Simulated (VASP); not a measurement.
A run of VASP 6.6.1:

File INCAR:

```
SYSTEM = SiGe
PREC = Accurate
ENCUT = 520
EDIFF = 1E-6
ISMEAR = 0
SIGMA = 0.03
LREAL = .False.
LASPH = .True.
NELM = 60
ALGO = Normal
ISIF = 2
LWAVE = .False.
LCHARG = .True.
GGA = PS
LELF = .True.
LVHAR = .True.
NBANDS = 26
```

Contents of KPOINTS:

```
Automatic mesh
0
Gamma
  12 12 6
  0 0 0
```

File POSCAR:

```
SiGe
1.0
    3.9044512986      0.0000000000      0.0000000000
   -1.9522256493      3.3813540124      0.0000000000
    0.0000000000      0.0000000000      6.4507830000
Si Ge
2 2
Direct
    0.6666666667      0.3333333333      0.9133619852
    0.3333333333      0.6666666667      0.4133619852
    0.6666666667      0.3333333333      0.5003920000
    0.3333333333      0.6666666667      0.0003920000
```

Potentials or basis: VASP PAW PBE potentials, release 64 (Si, Ge_d).

Run with:

```bash
$ cat potpaw_PBE.64/Si/POTCAR potpaw_PBE.64/Ge_d/POTCAR > POTCAR
$ mpirun -np 1 vasp_std > vasp.out
```

Hardware: 1 thread of AMD EPYC 7R13 (shared host).

Task: How long does it take, and how much memory?

Result: Run time: 5.1 min on 1 thread of AMD EPYC 7R13, on a shared host, peak memory 0.25 GiB. Counts: scf iterations 13, k points 76.
